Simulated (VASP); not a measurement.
# SbS (Fm-3m) in VASP: a series of runs

The runs below take SbS through single point, relaxation of cell and atoms, with PBEsol.

Everything below comes from runs of VASP 6.6.1. Logs are shortened: lines on timing, memory, paths and dates and some standing lists are left out, and cuts for length are marked.

**1. The cell of the first run**

Symmetry: Fm-3m, No. 225, cubic system. Conventional cell: a = 5.692 Å, b = 5.692 Å, c = 5.692 Å, α = 90.00°, β = 90.00°, γ = 90.00°. Sb (site symmetry m-3m) has 6 S at 2.85 Å within 3.7 Å. Within 3.7 Å of S (site symmetry m-3m) lie 6 Sb at 2.85 Å.

**2. Single point, PBEsol**

INCAR

```
SYSTEM = SbS
ALGO     = Normal         ! electronic algorithm
EDIFF    = 1E-6           ! SCF threshold, eV
ENCUT    = 520            ! plane-wave cutoff, eV
GGA      = PS             ! functional
ISIF     = 2              ! what is computed and relaxed
ISMEAR   = 0              ! smearing method
LASPH    = .True.         ! aspherical terms in the spheres
LCHARG   = .True.         ! write CHGCAR
LELF     = .True.         ! ELF
LREAL    = .False.        ! projectors in reciprocal space
LVHAR    = .True.       
LWAVE    = .False.        ! write WAVECAR
NBANDS   = 12             ! bands
NELM     = 100            ! most SCF steps
PREC     = Accurate       ! precision mode
SIGMA    = 0.1            ! smearing width, eV
```

KPOINTS

```
k-points
0
Gamma
  12 12 12
  0 0 0
```

POSCAR

```
SbS
1.0
    0.0000000000      2.8458180953      2.8458180953
    2.8458180953      0.0000000000      2.8458180953
    2.8458180953      2.8458180953      0.0000000000
Sb S
1 1
Direct
    0.5000000000      0.5000000000      0.5000000000
    0.0000000000      0.0000000000      0.0000000000
```

Potentials or basis: VASP PAW PBE potentials, release 64 (Sb, S).

Run with:

```console
> cat potpaw_PBE.64/Sb/POTCAR potpaw_PBE.64/S/POTCAR > POTCAR
> mpirun -np 1 vasp_std > vasp.out
```

OUTCAR:

```text
SYSTEM = SbS
   EDIFF = 1E-6
   ENCUT = 520
   GGA = PS
   ISIF = 2
   ISMEAR = 0
   LASPH = .True.
   LREAL = .False.
   NELM = 100
   PREC = Accurate

 ion  position               nearest neighbor table
   1  0.500  0.500  0.500-   2 2.85   2 2.85   2 2.85   2 2.85   2 2.85   2 2.85
   2  0.000  0.000  0.000-   1 2.85   1 2.85   1 2.85   1 2.85   1 2.85   1 2.85

  LATTYP: Found a face centered cubic cell.
 ALAT       =     5.6916361906

  Lattice vectors:

 A1 = (   0.0000000000,   2.8458180953,   2.8458180953)
 A2 = (   2.8458180953,   0.0000000000,   2.8458180953)
 A3 = (   2.8458180953,   2.8458180953,   0.0000000000)

Analysis of symmetry for initial positions (statically):
=====================================================================
 Subroutine PRICEL returns:
 Original cell was already a primitive cell.

 Routine SETGRP: Setting up the symmetry group for a
 face centered cubic supercell.

 Subroutine GETGRP returns: Found 48 space group operations
 (whereof 48 operations were pure point group operations)
 out of a pool of 48 trial point group operations.

The static configuration has the point symmetry O_h .

Analysis of symmetry for dynamics (positions and initial velocities):
=====================================================================
 Subroutine PRICEL returns:
 Original cell was already a primitive cell.

 Routine SETGRP: Setting up the symmetry group for a
 face centered cubic supercell.

 Subroutine GETGRP returns: Found 48 space group operations
 (whereof 48 operations were pure point group operations)
 out of a pool of 48 trial point group operations.

The dynamic configuration has the point symmetry O_h .

 Subroutine INISYM returns: Found 48 space group operations
 (whereof 48 operations are pure point group operations),
 and found     1 'primitive' translations

----------------------------------------------------------------------------------------

                                     Primitive cell

  volume of cell :      46.0947

  direct lattice vectors                    reciprocal lattice vectors
     0.000000000  2.845818095  2.845818095    -0.175696402  0.175696402  0.175696402
     2.845818095  0.000000000  2.845818095     0.175696402 -0.175696402  0.175696402
     2.845818095  2.845818095  0.000000000     0.175696402  0.175696402 -0.175696402

  length of vectors
     4.024594546  4.024594546  4.024594546     0.304315095  0.304315095  0.304315095

  position of ions in fractional coordinates (direct lattice)
     0.500000000  0.500000000  0.500000000
     0.000000000  0.000000000  0.000000000

  ion indices of the primitive-cell ions
   primitive index   ion index
                 1           1
[... 81 lines left out ...]
   POTIM  = 0.5000    time-step for ionic-motion
   TEBEG  =    0.0;   TEEND  =   0.0 temperature during run
   PSTRESS=    0.0 pullay stress
   NELECT =      11.0000    total number of electrons
   NUPDOWN=      -1.0000    fix difference up-down
   EMIN   =  10.00;   EMAX   =-10.00  energy-range for DOS
   EFERMI =   0.00;   METHOD = LEGACY
   ISMEAR =     0;   SIGMA  =   0.10  broadening in eV -4-tet -1-fermi 0-gaus
   EFERMI_NEDOS =   21; number of points for ismear=-14 and -15
   IALGO  =     38    algorithm
   IMIX   =      4    mixing-type and parameters
     AMIX     =   0.40;   BMIX     =  1.00
     AMIX_MAG =   1.60;   BMIX_MAG =  1.00
  volume/ion in A,a.u.               =      23.05       155.53
  Fermi-wavevector in a.u.,A,eV,Ry     =   1.015442  1.918908 14.029281  1.031123
  Thomas-Fermi vector in A             =   2.148728
   LORBIT       =      0    0 simple, 1 ext, 2 COOP (PROOUT), +10 PAW based schemes
   GGA     = PS    functional components
   LHFCALC =     F    Hartree Fock is set to
   AEXX    =    0.0000 exact exchange contribution
   IVDW    =     0    specifies the selected vdW correction
   LEPSILON=     F    determine dielectric tensor
   LRPA    =     F    only Hartree local field effects (RPA)
 non-spin polarized calculation
 Gauss-broadening in eV      SIGMA  =   0.10
  energy-cutoff  :      520.00
  volume of cell :       46.09
 maximum number of plane-waves:      1258
 NGX is ok and might be reduce to    30
   NGX = 15   NGY = 15   NGZ = 15

 number of electron      11.0000001 magnetization

 Free energy of the ion-electron system (eV)
  ---------------------------------------------------
  ext. energy  EPLUGINS =         0.00000000
  ---------------------------------------------------
  free energy    TOTEN  =        -8.93700548 eV

  energy without entropy =       -8.92974525  energy(sigma->0) =       -8.93337537

 E-fermi :   7.6237     XC(G=0): -10.2010

 val. band max:        7.5896372910   @ k =   0.2500   0.0833   0.0000
 cond. band min:       7.6313781001   @ k =   0.2500   0.1667   0.0833
 fundamental gap:      0.0417408091
 Fermi energy:         7.6236556597

 k-point     1 :       0.0000    0.0000    0.0000
  band No.  band energies     occupation
      1      -7.7183      2.00000
      2       0.7457      2.00000
      3       4.0740      2.00000
      4       4.0740      2.00000
      5       4.0740      2.00000
      6      10.5514      0.00000
      7      10.5514      0.00000
      8      10.5514      0.00000
      9      12.5221      0.00000
     10      12.5221      0.00000
     11      12.5221      0.00000
     12      14.5945      0.00000
[... 331 lines left out ...]
 k-point    24 :      -0.4167    0.1667    0.0000
  band No.  band energies     occupation
      1      -6.0662      2.00000
      2      -2.6888      2.00000
      3       2.6593      2.00000
      4       3.9505      2.00000
      5       5.0662      2.00000
      6       7.5877      1.38881
      7       7.8922      0.00015
      8       9.7453      0.00000
      9      14.3456      0.00000
     10      15.4753      0.00000
     11      16.0353      0.00000
     12      18.4682      0.00000

 [... further k-points ...]
[... 5 lines left out ...]
  --------------------------------------------------------------------------------------
  -------------------------------------------------------------------------------------
  Total       -0.0177618     -0.0177618     -0.0177618      0.0000000      0.0000000     -0.0000000
  in kB       -0.6173726     -0.6173726     -0.6173726      0.0000000      0.0000000     -0.0000000
  external PRESSURE =      -0.6173726 kB  Pullay stress =       0.0000000 kB

 VOLUME and BASIS-vectors are now :
 -----------------------------------------------------------------------------
  energy-cutoff  :      520.00
  volume of cell :       46.09
      direct lattice vectors                 reciprocal lattice vectors
     0.000000000  2.845818095  2.845818095    -0.175696402  0.175696402  0.175696402
     2.845818095  0.000000000  2.845818095     0.175696402 -0.175696402  0.175696402
     2.845818095  2.845818095  0.000000000     0.175696402  0.175696402 -0.175696402

 POSITION                                       TOTAL-FORCE (eV/Angst)
 -----------------------------------------------------------------------------------
      2.84582      2.84582      2.84582        -0.000000      0.000000      0.000000
      0.00000      0.00000      0.00000         0.000000     -0.000000     -0.000000
 -----------------------------------------------------------------------------------
    total drift:                               -0.000000      0.000000      0.000000

  FREE ENERGIE OF THE ION-ELECTRON SYSTEM (eV)
  ---------------------------------------------------
  free  energy   TOTEN  =        -8.9370054825 eV

  energy  without entropy=       -8.9297452487  energy(sigma->0) =       -8.93337537
```

OSZICAR:

```text
N       E                     dE             d eps       ncg     rms          rms(c)
DAV:   1     0.340339149885E+02    0.34034E+02   -0.39430E+03  1728   0.696E+02
DAV:   2    -0.656349872920E+01   -0.40597E+02   -0.38391E+02  2400   0.119E+02
DAV:   3    -0.904600854282E+01   -0.24825E+01   -0.24492E+01  2156   0.295E+01
DAV:   4    -0.906836205521E+01   -0.22354E-01   -0.22345E-01  2080   0.344E+00
DAV:   5    -0.906862100283E+01   -0.25895E-03   -0.25894E-03  2184   0.389E-01    0.995E+00
DAV:   6    -0.893829889914E+01    0.13032E+00   -0.59291E-01  1952   0.281E+00    0.595E+00
DAV:   7    -0.893780422746E+01    0.49467E-03   -0.40328E-02  2148   0.103E+00    0.163E+00
DAV:   8    -0.893702673089E+01    0.77750E-03   -0.43168E-03  2008   0.316E-01    0.287E-01
DAV:   9    -0.893700135699E+01    0.25374E-04   -0.42622E-04  2108   0.116E-01    0.881E-02
DAV:  10    -0.893700464398E+01   -0.32870E-05   -0.30484E-05  2072   0.356E-02    0.110E-02
DAV:  11    -0.893700548246E+01   -0.83849E-06   -0.32920E-06  2156   0.120E-02
   1 F= -.89370055E+01 E0= -.89333754E+01  d E =-.726023E-02
```

stdout:

```text
POSCAR found type information on POSCAR SbS
 POSCAR found :  2 types and       2 ions
 scaLAPACK will be used
 -----------------------------------------------------------------------------
|                                                                             |
|                                                                             |
|     You enforced a specific xc type in the INCAR file but a different       |
|     I HOPE YOU KNOW WHAT YOU ARE DOING!                                     |
|                                                                             |
 -----------------------------------------------------------------------------

 LDA part: xc-table for (Slater+PW92), standard interpolation
 POSCAR, INCAR and KPOINTS ok, starting setup
 FFT: planning ... GRIDC
 FFT: planning ... GRID_SOFT
 FFT: planning ... GRID
 WAVECAR not read
 entering main loop
```

Run time: 18 s. Hardware: 1 thread of Intel Xeon 6975P-C (Granite Rapids), shared host; peak memory 0.19 GiB.

What came out:

```
Free energy : -8.9370 eV
Pressure    : -0.1 GPa
```

Levels at points of the mesh, in eV from the Fermi level:
```csv
k point,band 3,band 4,band 5,band 6,band 7,band 8
"(0.00, 0.00, 0.00)",-3.55,-3.55,-3.55,2.93,2.93,2.93
"(0.50, 0.00, 0.00)",-3.21,-3.21,-1.41,-0.89,-0.44,-0.44
"(0.50, 0.50, 0.00)",-7.20,-5.16,-5.16,1.92,3.96,3.96
```

Caveat: the PAW data sets were made with another functional, which shifts forces and pressure a little; spin-orbit coupling is left out, which moves the levels of the heavy elements.

**3. Relaxation of cell and atoms, PBEsol**

This run uses another cell than the first one, of 23.14 Å³/atom, 1.004 times its volume.

INCAR

```
  PREC = Accurate
  ENCUT = 600
  EDIFF = 1E-6
  ISMEAR = 0
  SIGMA = 0.1
  LREAL = F
  LASPH = T
  NELM = 80
  ALGO = Normal
  ISIF = 3
  LWAVE = F
  LCHARG = F
  GGA = PS
  IBRION = 2
  NSW = 80
  EDIFFG = -0.01
```

KPOINTS

```
Automatic mesh
0
Gamma
  12 12 12
```

POSCAR

```
SbS
1.0
    0.0000000000      2.8497851346      2.8497851346
    2.8497851346      0.0000000000      2.8497851346
    2.8497851346      2.8497851346      0.0000000000
Sb S
1 1
Direct
    0.5000000000      0.5000000000      0.5000000000
    0.0000000000      0.0000000000      0.0000000000
```

Potentials or basis: VASP PAW PBE potentials, release 64 (Sb, S).

Run with:

```console
> cat potpaw_PBE.64/Sb/POTCAR potpaw_PBE.64/S/POTCAR > POTCAR
> mpirun -np 1 vasp_std > vasp.out
```

Wall time 23 s (1 thread of Intel Xeon 6975P-C (Granite Rapids), shared host); peak memory 0.21 GiB.

The run converged. Its results:

- Free energy: -8.9372 eV
- Relaxed volume: 23.03 Å³/atom
- Relaxed cell: a = 4.024 Å, b = 4.024 Å, c = 4.024 Å, α = 60.00°, β = 60.00°, γ = 60.00°
- Space group after relaxing (to 0.05 Å): Fm-3m (No. 225)
- Energy gained by relaxing: 0.1 meV/atom
- Ionic steps: 3
- Pressure after relaxing: 0.0 GPa

The path:
| step | energy change (eV) | largest force (eV/Å) | pressure (GPa) | volume (Å³) |
| --- | --- | --- | --- | --- |
| 1 | 0.0000 | 0.0000 | -0.34 | 46.29 |
| 2 | -0.0002 | 0.0000 | 0.16 | 45.96 |
| 3 | -0.0002 | 0.0000 | 0.01 | 46.06 |

Final structure:
```cif
data_structure
_symmetry_space_group_name_H-M 'P 1'
_symmetry_Int_Tables_number 1
_cell_length_a 4.0237
_cell_length_b 4.0237
_cell_length_c 4.0237
_cell_angle_alpha 60.000
_cell_angle_beta 60.000
_cell_angle_gamma 60.000
_cell_volume 46.06
loop_
_atom_site_label
_atom_site_type_symbol
_atom_site_fract_x
_atom_site_fract_y
_atom_site_fract_z
_atom_site_occupancy
Sb1 Sb 0.50000 0.50000 0.50000 1
S1 S 0.00000 0.00000 0.00000 1
```

Levels at points of the mesh, in eV from the Fermi level:
```csv
k point,band 1,band 2,band 3,band 4,band 5,band 6,band 7,band 8,band 9
"(0.00, 0.00, 0.00)",-15.35,-6.88,-3.55,-3.55,-3.55,2.93,2.93,2.93,4.90
"(0.50, 0.00, 0.00)",-13.79,-10.59,-3.21,-3.21,-1.41,-0.89,-0.45,-0.45,7.43
"(0.50, 0.50, 0.00)",-13.53,-8.57,-7.20,-5.16,-5.16,1.91,3.96,3.96,4.55
```

Caveat: the PAW data sets were made with another functional, which shifts forces and pressure a little; spin-orbit coupling is left out, which moves the levels of the heavy elements.
